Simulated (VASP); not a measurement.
# HfB2 (P6/mmm) in VASP: settings compared

The runs below take HfB2 through relaxation of shape and atoms at fixed volume, single point, with PBE+D4, r2SCAN.

Program: VASP 6.6.1. These are calculated values, not measurements. Logs are shortened: lines on timing, memory, paths and dates and some standing lists are left out, and cuts for length are marked.

### Step 1. The cell of the first run

The structure is hexagonal, space group P6/mmm (No. 191). Conventional cell: a = 3.170 Å, b = 3.170 Å, c = 3.486 Å, α = 90.00°, β = 90.00°, γ = 120.00°. Hf (site symmetry 6/mmm) has 12 B at 2.53 Å and 6 Hf at 3.17 Å within 3.3 Å. Within 2.4 Å of B (site symmetry -6m2) lie 3 B at 1.83 Å.

### Step 2. Relaxation of shape and atoms at fixed volume, PBE+D4 (volume scaled by 1.04)

File INCAR:

```
  PREC = Accurate
  ENCUT = 600
  EDIFF = 1E-7
  ISMEAR = 0
  SIGMA = 0.05
  LREAL = False
  LASPH = True
  NELM = 100
  ALGO = Normal
  ISIF = 4
  LWAVE = False
  LCHARG = False
  GGA = PE
  IVDW = 13
  IBRION = 2
  NSW = 60
  EDIFFG = -0.01
```

File KPOINTS:

```
Automatic mesh
0
Gamma
  8 8 8
```

File POSCAR:

```
HfB2
1.0
    3.1696752646      0.0000000000      0.0000000000
   -1.5848376323      2.7450193009      0.0000000000
    0.0000000000      0.0000000000      3.4859942210
Hf B
1 2
Direct
    0.0000000000      0.0000000000      0.0000000000
    0.3333333333      0.6666666667      0.5000000000
    0.6666666667      0.3333333333      0.5000000000
```

Potentials or basis: VASP PAW PBE potentials, release 64 (Hf_pv, B).

The run is started by

```sh
$ cat potpaw_PBE.64/Hf_pv/POTCAR potpaw_PBE.64/B/POTCAR > POTCAR
$ mpirun -np 1 vasp_std > vasp.out
```

OUTCAR:

```text
PREC = Accurate
   ENCUT = 600
   EDIFF = 1E-7
   ISMEAR = 0
   LREAL = False
   LASPH = True
   NELM = 100
   ISIF = 4
   GGA = PE
   IVDW = 13
   IBRION = 2
   NSW = 60
   EDIFFG = -0.01

 ion  position               nearest neighbor table
   1  0.000  0.000  0.000-   2 2.53   3 2.53   2 2.53   3 2.53   3 2.53   3 2.53   2 2.53   2 2.53
                             3 2.53   3 2.53   2 2.53   2 2.53
   2  0.333  0.667  0.500-   3 1.83   3 1.83   3 1.83   1 2.53   1 2.53   1 2.53   1 2.53   1 2.53
                             1 2.53
   3  0.667  0.333  0.500-   2 1.83   2 1.83   2 1.83   1 2.53   1 2.53   1 2.53   1 2.53   1 2.53
                             1 2.53

  LATTYP: Found a hexagonal cell.
 ALAT       =     3.1696752646
 C/A-ratio  =     1.0997953828

  Lattice vectors:

 A1 = (   3.1696752646,   0.0000000000,   0.0000000000)
 A2 = (  -1.5848376323,   2.7450193009,   0.0000000000)
 A3 = (   0.0000000000,   0.0000000000,   3.4859942210)

Analysis of symmetry for initial positions (statically):
=====================================================================
 Subroutine PRICEL returns:
 Original cell was already a primitive cell.

 Routine SETGRP: Setting up the symmetry group for a
 hexagonal supercell.

 Subroutine GETGRP returns: Found 24 space group operations
 (whereof 24 operations were pure point group operations)
 out of a pool of 24 trial point group operations.

The static configuration has the point symmetry D_6h.

Analysis of symmetry for dynamics (positions and initial velocities):
=====================================================================
 Subroutine PRICEL returns:
 Original cell was already a primitive cell.

 Routine SETGRP: Setting up the symmetry group for a
 hexagonal supercell.

 Subroutine GETGRP returns: Found 24 space group operations
 (whereof 24 operations were pure point group operations)
 out of a pool of 24 trial point group operations.

The dynamic configuration has the point symmetry D_6h.

 Subroutine INISYM returns: Found 24 space group operations
 (whereof 24 operations are pure point group operations),
 and found     1 'primitive' translations

----------------------------------------------------------------------------------------

                                     Primitive cell

  volume of cell :      30.3310

  direct lattice vectors                    reciprocal lattice vectors
     3.169675265  0.000000000  0.000000000     0.315489732  0.182148082  0.000000000
    -1.584837632  2.745019301  0.000000000     0.000000000  0.364296163  0.000000000
     0.000000000  0.000000000  3.485994221     0.000000000  0.000000000  0.286862208

  length of vectors
     3.169675265  3.169675265  3.485994221     0.364296163  0.364296163  0.286862208

  position of ions in fractional coordinates (direct lattice)
     0.000000000  0.000000000  0.000000000
     0.333333333  0.666666667  0.500000000
     0.666666667  0.333333333  0.500000000

  ion indices of the primitive-cell ions
   primitive index   ion index
                 1           1
                 2           2
                 3           3

----------------------------------------------------------------------------------------

 KPOINTS: Automatic mesh

Automatic generation of k-mesh.
 Grid dimensions read from file:
 generate k-points for:    8    8    8

 Generating k-lattice:

  Cartesian coordinates                     Fractional coordinates (reciprocal lattice)
     0.039436217  0.022768510  0.000000000     0.125000000 -0.000000000  0.000000000
     0.000000000  0.045537020  0.000000000     0.000000000  0.125000000  0.000000000
     0.000000000  0.000000000  0.035857776     0.000000000  0.000000000  0.125000000

  Length of vectors
     0.045537020  0.045537020  0.035857776

  Shift w.r.t. Gamma in fractional coordinates (k-lattice)
     0.000000000  0.000000000  0.000000000

 Subroutine IBZKPT returns following result:
 ===========================================

 Found     50 irreducible k-points:

 Following reciprocal coordinates:
            Coordinates               Weight
  0.000000  0.000000  0.000000      1.000000
  0.125000  0.000000  0.000000      6.000000
  0.250000  0.000000  0.000000      6.000000
  0.375000  0.000000  0.000000      6.000000
  0.500000  0.000000  0.000000      3.000000
  0.125000  0.125000  0.000000      6.000000
[... 16 lines left out ...]
  0.250000  0.000000  0.250000     12.000000
  0.375000  0.000000  0.250000     12.000000
 [... further k-points ...]
   k-points           NKPTS =     50   k-points in BZ     NKDIM =     50   number of bands    NBANDS=     12
   number of dos      NEDOS =    301   number of ions     NIONS =      3
   total plane-waves  NPLWV =  21952
   dimension x,y,z NGX =    28 NGY =   28 NGZ =   28
   dimension x,y,z NGXF=    56 NGYF=   56 NGZF=   56
   ions per type =               1   2
   NGX,Y,Z   is equivalent  to a cutoff of  14.69, 14.69, 13.35 a.u.
[... 73 lines left out ...]
  Total      -1.90895    -1.90895    -1.74747     0.00000     0.00000     0.00000
  in kB    -100.83647  -100.83647   -92.30675     0.00000     0.00000     0.00000
  external pressure =      -97.99 kB  Pullay stress =        0.00 kB

 VOLUME and BASIS-vectors are now :
 -----------------------------------------------------------------------------
  energy-cutoff  :      600.00
  volume of cell :       30.33
      direct lattice vectors                 reciprocal lattice vectors
     3.169675265  0.000000000  0.000000000     0.315489732  0.182148082  0.000000000
    -1.584837632  2.745019301  0.000000000     0.000000000  0.364296163  0.000000000
     0.000000000  0.000000000  3.485994221     0.000000000  0.000000000  0.286862208

 POSITION                                       TOTAL-FORCE (eV/Angst)
 -----------------------------------------------------------------------------------
      0.00000      0.00000      0.00000         0.000000      0.000000      0.000000
     -0.00000      1.83001      1.74300        -0.000000     -0.000000     -0.000000
      1.58484      0.91501      1.74300         0.000000      0.000000      0.000000
 -----------------------------------------------------------------------------------
    total drift:                               -0.000000      0.000000      0.000000

  FREE ENERGIE OF THE ION-ELECTRON SYSTEM (eV)
  ---------------------------------------------------
  free  energy   TOTEN  =       -27.2955960139 eV

  energy  without entropy=      -27.2949462847  energy(sigma->0) =      -27.29527115

--------------------------------------- Ionic step        2  -------------------------------------------

 number of electron      15.9999999 magnetization

 Free energy of the ion-electron system (eV)
  ---------------------------------------------------
  ext. energy  EPLUGINS =         0.00000000
  ---------------------------------------------------
  free energy    TOTEN  =       -26.39091530 eV

  energy without entropy =      -26.39026033  energy(sigma->0) =      -26.39058781

 E-fermi :   7.5019     XC(G=0): -12.5011

 val. band max:        7.3964866219   @ k =   0.1250   0.0000   0.3750
 cond. band min:       7.5091979456   @ k =   0.1250   0.1250   0.2500
 fundamental gap:      0.1127113237
 Fermi energy:         7.5018884677

 k-point     1 :       0.0000    0.0000    0.0000
  band No.  band energies     occupation
      1     -23.1795      2.00000
      2     -22.7063      2.00000
      3     -22.7063      2.00000
      4      -6.1258      2.00000
      5       4.5856      2.00000
      6       4.6175      2.00000
      7       4.6175      2.00000
      8       4.7647      2.00000
      9      11.4320      0.00000
     10      11.4320      0.00000
     11      12.1084      0.00000
     12      12.1084      0.00000

 k-point     2 :       0.1250    0.0000    0.0000
  band No.  band energies     occupation
      1     -23.1621      2.00000
      2     -22.8144      2.00000
      3     -22.7304      2.00000
      4      -5.7993      2.00000
      5       3.7332      2.00000
      6       4.5049      2.00000
      7       4.5873      2.00000
      8       4.8915      2.00000
      9      10.3926      0.00000
     10      11.2010      0.00000
     11      11.2158      0.00000
     12      11.7552      0.00000
[... 316 lines left out ...]
 k-point    24 :       0.3750    0.0000    0.2500
  band No.  band energies     occupation
      1     -23.2882      2.00000
      2     -23.1912      2.00000
      3     -22.8322      2.00000
      4      -3.1812      2.00000
      5      -0.0512      2.00000
      6       3.4504      2.00000
      7       3.5701      2.00000
      8       4.8896      2.00000
      9       9.0788      0.00000
     10      11.2476      0.00000
     11      12.5540      0.00000
     12      13.3233      0.00000

 [... further k-points ...]

------------------------ aborting loop because EDIFF is reached ----------------------------------------

  DFT-D4 for vdW energy calculation

  Edisp (eV):   -0.90481

  FORCE on cell =-STRESS in cart. coord.  units (eV):
  Direction    XX          YY          ZZ          XY          YZ          ZX
  --------------------------------------------------------------------------------------
  -------------------------------------------------------------------------------------
  Total      -1.84091    -1.84091    -1.85410     0.00000     0.00000     0.00000
  in kB     -97.24231   -97.24231   -97.93913     0.00000     0.00000     0.00000
  external pressure =      -97.47 kB  Pullay stress =        0.00 kB

 VOLUME and BASIS-vectors are now :
 -----------------------------------------------------------------------------
  energy-cutoff  :      600.00
  volume of cell :       30.33
      direct lattice vectors                 reciprocal lattice vectors
     3.166934076  0.000000000  0.000000000     0.315762809  0.182305743 -0.000000000
    -1.583467038  2.742645362  0.000000000     0.000000000  0.364611486 -0.000000000
    -0.000000000  0.000000000  3.492031546     0.000000000 -0.000000000  0.286366256

 POSITION                                       TOTAL-FORCE (eV/Angst)
 -----------------------------------------------------------------------------------
      0.00000      0.00000      0.00000         0.000000     -0.000000     -0.000000
     -0.00000      1.82843      1.74602         0.000000     -0.000000     -0.000000
      1.58347      0.91422      1.74602        -0.000000      0.000000      0.000000
 -----------------------------------------------------------------------------------
    total drift:                               -0.000000      0.000000      0.000000

  FREE ENERGIE OF THE ION-ELECTRON SYSTEM (eV)
  ---------------------------------------------------
  free  energy   TOTEN  =       -27.2957210276 eV

  energy  without entropy=      -27.2950660559  energy(sigma->0) =      -27.29539354

 reached required accuracy - stopping structural energy minimisation
```

It took 16 s on 1 thread of Intel Xeon 6975P-C (Granite Rapids), shared host; peak memory 0.17 GiB.

What came out:

- Free energy: -27.2957 eV
- Energy gained by relaxing: 0.0 meV/atom
- Ionic steps: 2
- Pressure after relaxing: -9.7 GPa
- Band gap on the k mesh: zero (band 8 reaches 8.04 eV, above the bottom of band 9 at 7.51 eV)
- Dispersion energy per atom: -0.302 eV

The path:
```csv
step,energy change (eV),largest force (eV/Å),pressure (GPa),volume (Å³)
1,0.0000,0.0000,-9.80,30.33
2,-0.0001,0.0000,-9.75,30.33
```

Final structure:
```yaml
crystal:
  lattice:
    - [3.16693, 0.00000, 0.00000]
    - [-1.58347, 2.74265, 0.00000]
    - [0.00000, 0.00000, 3.49203]
  atoms:
    - { symbol: Hf, position: [0.00000, 0.00000, 0.00000] }
    - { symbol: B, position: [0.33333, 0.66667, 0.50000] }
    - { symbol: B, position: [0.66667, 0.33333, 0.50000] }
```

Levels at points of the mesh, in eV from the Fermi level:
```tsv
k point	band 4	band 5	band 6	band 7	band 8	band 9	band 10	band 11	band 12
(0.00, 0.00, 0.00)	-13.63	-2.92	-2.88	-2.88	-2.74	3.93	3.93	4.61	4.61
(0.50, 0.00, 0.00)	-9.68	-9.04	-4.02	-3.42	-2.80	2.08	2.68	5.44	5.55
(0.00, 0.00, 0.50)	-11.29	-8.27	-1.21	-1.21	0.27	0.27	1.00	1.00	2.28
(0.50, 0.00, 0.50)	-10.24	-7.46	-4.91	-4.63	-2.71	3.86	4.12	6.08	7.07
```

Caveat: the cell differs from its parent crystal (volume scaled by 1.04); spin-orbit coupling is left out, which moves the levels of the heavy elements; pairwise dispersion overbinds metals, which lowers pressure and volume.

### Step 3. Relaxation of shape and atoms at fixed volume, r2SCAN (volume scaled by 1.04)

File POSCAR:

```
HfB2
1.0
    3.1784945814      0.0000000000      0.0000000000
   -1.5892472907      2.7526570533      0.0000000000
    0.0000000000      0.0000000000      3.5221440965
Hf B
1 2
Direct
    0.0000000000      0.0000000000      0.0000000000
    0.3333333333      0.6666666667      0.5000000000
    0.6666666667      0.3333333333      0.5000000000
```

File INCAR.step1:

```
PREC = Accurate
ENCUT = 600
ISMEAR = 0
SIGMA = 0.05
LREAL = F
LASPH = T
NELM = 80
GGA = PE
ALGO = Normal
EDIFF = 1E-4
LWAVE = T
LCHARG = F
```

File INCAR.step2:

```
PREC = Accurate
ENCUT = 600
EDIFF = 1E-7
ISMEAR = 0
SIGMA = 0.05
LREAL = F
LASPH = T
NELM = 80
ALGO = Normal
ISIF = 4
LWAVE = F
LCHARG = F
METAGGA = R2SCAN
LMIXTAU = T
IBRION = 2
NSW = 60
EDIFFG = -0.01
ISTART = 1
```

File KPOINTS:

```
regular mesh
0
Gamma
  8 8 8
```

Potentials or basis: VASP PAW PBE potentials, release 64 (Hf_pv, B).

The run is started by

```sh
$ cat potpaw_PBE.64/Hf_pv/POTCAR potpaw_PBE.64/B/POTCAR > POTCAR
$ cp INCAR.step1 INCAR
$ mpirun -np 1 vasp_std > vasp.out
$ cp INCAR.step2 INCAR
$ mpirun -np 1 vasp_std > vasp.out
```

Run time: 83 s. Hardware: 1 thread of AMD EPYC 9R45 (Zen 5), shared host; peak memory 0.14 GiB.

Results (log left out):

| Quantity | Value |
| --- | --- |
| Free energy | -63.0469 eV |
| Energy gained by relaxing | 0.0 meV/atom |
| Ionic steps | 2 |
| Pressure after relaxing | -10.0 GPa |
| Band gap on the k mesh | zero (band 8 reaches 8.05 eV, above the bottom of band 9 at 7.46 eV) |

Final structure:
```
Hf B
1.0
     3.17635    0.00000    0.00000
    -1.58818    2.75080    0.00000
     0.00000    0.00000    3.52689
Hf B
1 2
Direct
  0.00000 0.00000 0.00000
  0.33333 0.66667 0.50000
  0.66667 0.33333 0.50000
```

Levels at points of the mesh, in eV from the Fermi level:
```csv
k point,band 5,band 6,band 7,band 8,band 9,band 10,band 11,band 12
"(0.00, 0.00, 0.00)",-3.12,-3.05,-2.99,-2.99,4.03,4.03,4.70,4.70
"(0.50, 0.00, 0.00)",-9.80,-4.27,-3.67,-2.89,2.06,2.73,5.55,5.70
"(0.00, 0.00, 0.50)",-8.73,-1.28,-1.28,0.33,0.33,1.03,1.03,2.25
"(0.50, 0.00, 0.50)",-8.07,-5.14,-4.86,-3.11,3.88,4.17,6.19,7.06
```

Caveat: the cell differs from its parent crystal (volume scaled by 1.04); the PAW data sets were made with another functional, which shifts forces and pressure a little; spin-orbit coupling is left out, which moves the levels of the heavy elements.

### Step 4. Single point, r2SCAN

This run uses another cell than the first one, of 9.90 Å³/atom, 0.980 times its volume.

File POSCAR:

```
HfB2
1.0
    3.1410736584      0.0000000000      0.0000000000
   -1.5705368292      2.7202495833      0.0000000000
    0.0000000000      0.0000000000      3.4776388333
Hf B
1 2
Direct
    0.0000000000      0.0000000000      0.0000000000
    0.3333333333      0.6666666667      0.5000000000
    0.6666666667      0.3333333333      0.5000000000
```

File INCAR.step1:

```
  PREC = Accurate
  ENCUT = 520
  ISMEAR = 0
  SIGMA = 0.05
  LREAL = F
  LASPH = T
  NELM = 60
  NBANDS = 15
  GGA = PE
  ALGO = Normal
  EDIFF = 1E-4
  LWAVE = T
  LCHARG = F
```

File INCAR.step2:

```
  PREC = Accurate
  ENCUT = 520
  EDIFF = 1E-7
  ISMEAR = 0
  SIGMA = 0.05
  LREAL = F
  LASPH = T
  NELM = 60
  ALGO = Normal
  ISIF = 2
  LWAVE = F
  LCHARG = F
  METAGGA = R2SCAN
  LMIXTAU = T
  NBANDS = 15
  ISTART = 1
```

File KPOINTS:

```
Automatic mesh
0
Gamma
  8 8 8
```

The run is started by

```sh
$ cat potpaw_PBE.64/Hf_pv/POTCAR potpaw_PBE.64/B/POTCAR > POTCAR
$ cp INCAR.step1 INCAR
$ mpirun -np 1 vasp_std > vasp.out
$ cp INCAR.step2 INCAR
$ mpirun -np 1 vasp_std > vasp.out
```

It took 54 s on 1 thread of Intel Xeon Platinum 8488C (Sapphire Rapids), shared host; peak memory 0.16 GiB.

The run converged. Its results:

```
Free energy            : -63.0831 eV
Pressure               : -1.3 GPa
Band gap on the k mesh : zero (band 8 reaches 8.32 eV, above the bottom of band 9 at 7.75 eV)
```

Stress tensor (GPa, compression positive):
```
-1.25  0.00  0.00
 0.00 -1.25  0.00
 0.00  0.00 -1.41
```

Levels at points of the mesh, in eV from the Fermi level:
```tsv
k point	band 5	band 6	band 7	band 8	band 9	band 10	band 11	band 12
(0.00, 0.00, 0.00)	-3.12	-3.09	-3.08	-3.08	4.21	4.21	4.93	4.93
(0.50, 0.00, 0.00)	-9.85	-4.39	-3.72	-3.00	2.15	2.85	5.84	5.93
(0.00, 0.00, 0.50)	-8.87	-1.31	-1.31	0.30	0.30	1.07	1.07	2.41
(0.50, 0.00, 0.50)	-8.13	-5.29	-4.99	-3.05	4.08	4.42	6.47	7.47
```

Caveat: the PAW data sets were made with another functional, which shifts forces and pressure a little; spin-orbit coupling is left out, which moves the levels of the heavy elements.

### Step 5. Summary

```tsv
task	level	cell	cutoff (eV)	gap on the mesh (eV)	pressure (GPa)
relaxation of shape and atoms at fixed volume	PBE+D4	relaxed from a = 3.170, b = 3.170, c = 3.486 Å, angles 90.0, 90.0, 120.0°, 3 atoms	600	none	-9.7
relaxation of shape and atoms at fixed volume	r2SCAN	relaxed from a = 3.178, b = 3.178, c = 3.522 Å, angles 90.0, 90.0, 120.0°, 3 atoms	600	none	-10.0
single point	r2SCAN	a = 3.141, b = 3.141, c = 3.478 Å, angles 90.0, 90.0, 120.0°, 3 atoms	520	none	-1.3
```

Alike in all rows: potentials or basis VASP PAW PBE potentials, release 64 (Hf_pv, B); no spin polarisation; k mesh 8 × 8 × 8; smearing gaussian 0.05 eV.

Caveats: spin-orbit coupling is left out, which moves the levels of the heavy elements; the PAW data sets were made with another functional, which shifts forces and pressure a little (some runs); pairwise dispersion overbinds metals, which lowers pressure and volume (some runs).

Total energies depend on the potentials used, so only differences within one code and one set of settings carry meaning.
